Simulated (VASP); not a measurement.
**Ni: single point with PBE**

The system is Ni.

```xyz
1
Lattice="-1.3837 1.3837 1.3837 1.3837 -1.3837 1.3837 1.3837 1.3837 -1.3837" Properties=species:S:1:pos:R:3 pbc="T T T"
Ni    0.0000    0.0000    0.0000
```

| Item | Value |
| --- | --- |
| Program | VASP 6.6.1 |
| Task | single point |
| Functional | PBE |
| Potentials or basis | VASP PAW PBE potentials, release 64 (Ni) |
| Cutoff | 520 eV |
| k mesh | 13 × 13 × 13 |
| Occupations | fermi-dirac, width 0.05 eV |
| Spin | collinear spin, ferromagnetic start |
| Starting moments | [0.83] μB |

```
Pressure                                              : 7.5 GPa
Net moment                                            : 0.58 μB per cell
Site moments                                          : Ni +0.58 μB
Valence electrons inside the program's atomic spheres : Ni 9.36
```

Levels at points of the mesh, in eV from the Fermi level:
Spin up:
| k point | band 3 | band 4 | band 5 | band 6 | band 7 | band 8 |
| --- | --- | --- | --- | --- | --- | --- |
| (0.00, 0.00, 0.00) | -2.35 | -2.35 | -0.89 | -0.89 | 26.75 | 26.75 |
Spin down:
```csv
k point,band 3,band 4,band 5,band 6,band 7,band 8
"(0.00, 0.00, 0.00)",-1.66,-1.66,-0.39,-0.39,26.66,26.66
```

Run time: 16 s on 1 thread of Intel(R) Xeon(R) Platinum 8559C (Emerald Rapids) (shared host), peak memory 0.14 GiB.
